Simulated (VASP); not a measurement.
## Pt: single point with r2SCAN

Crystal: Pt.

```
Pt
1.0
     0.00000    1.99214    1.99214
     1.99214    0.00000    1.99214
     1.99214    1.99214    0.00000
Pt
1
Direct
  0.00000 0.00000 0.00000
```

```json
{
  "Program": "VASP 6.6.1",
  "Task": "single point",
  "Functional": "r2SCAN",
  "Potentials or basis": "VASP PAW PBE potentials, release 64 (Pt)",
  "Cutoff": "520 eV",
  "k mesh": "15 × 15 × 15",
  "Occupations": "fermi-dirac, width 0.1 eV",
  "Spin": "no spin polarisation",
  "Dipole correction": "no",
  "Further INCAR settings": "ALGO = Normal; EDIFF = 1e-06; NBANDS = 11"
}
```

```json
{"Pressure": "-7.4 GPa", "Band gap on the k mesh": "zero (bands 5 and 6 overlap by 2.15 eV)"}
```

Levels at points of the mesh, in eV from the Fermi level:
| k point | band 3 | band 4 | band 5 | band 6 | band 7 | band 8 |
| --- | --- | --- | --- | --- | --- | --- |
| (0.00, 0.00, 0.00) | -3.64 | -3.64 | -1.64 | -1.64 | 15.59 | 20.48 |

Wall time 77 s on 1 thread of Intel Xeon 8259CL, on a shared host, peak memory 0.16 GiB.

Caveat: the cell stands under tension; the PAW data sets were made with another functional, which shifts forces and pressure a little; spin-orbit coupling is left out, which moves the levels of the heavy elements.
